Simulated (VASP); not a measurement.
InSe3, 4 atoms in the cell. It takes space group P4/mmm (No. 123, tetragonal). The conventional cell has a = 4.984 Å, b = 4.984 Å, c = 3.563 Å, α = 90.00°, β = 90.00°, γ = 90.00°. Within 4.0 Å of In (site symmetry 4/mmm) lie 12 Se at 3.06 to 3.52 Å and 2 In at 3.56 Å. Within 4.0 Å of Se (site symmetry mmm) lie 4 In at 3.06 Å and 10 Se at 3.06 to 3.56 Å. Se (site symmetry 4/mmm) has 10 Se at 3.06 to 3.56 Å and 4 In at 3.52 Å within 4.0 Å. 

| Item | Value |
| --- | --- |
| Program | VASP 6.6.1 |
| Task | relaxation of cell and atoms |
| Functional | PBE |
| Potentials or basis | VASP PAW PBE potentials, release 64 (In_d, Se) |
| Cutoff | 600 eV |
| k mesh | 10 × 10 × 14 |
| Occupations | gaussian, width 0.1 eV |
| Spin | no spin polarisation |
| Dipole correction | no |
| Further INCAR settings | ALGO = Normal; EDIFF = 1e-06; IBRION = 2; EDIFFG = -0.01; NSW = 100; ISIF = 3 |

Potentials or basis: VASP PAW PBE potentials, release 64 (In_d, Se).

Launch:

```console
$ cat potpaw_PBE.64/In_d/POTCAR potpaw_PBE.64/Se/POTCAR > POTCAR
$ mpirun -np 1 vasp_std > vasp.out
```

Hardware: 1 thread of Intel(R) Xeon(R) 6975P-C (Granite Rapids), on a shared host.

Task: How long does it take, and how much memory?

Result: Run time: 100 s on 1 thread of Intel(R) Xeon(R) 6975P-C (Granite Rapids), with other jobs on the host, peak memory 0.45 GiB. Counts: scf iterations 12, k points 168, ion steps 1.
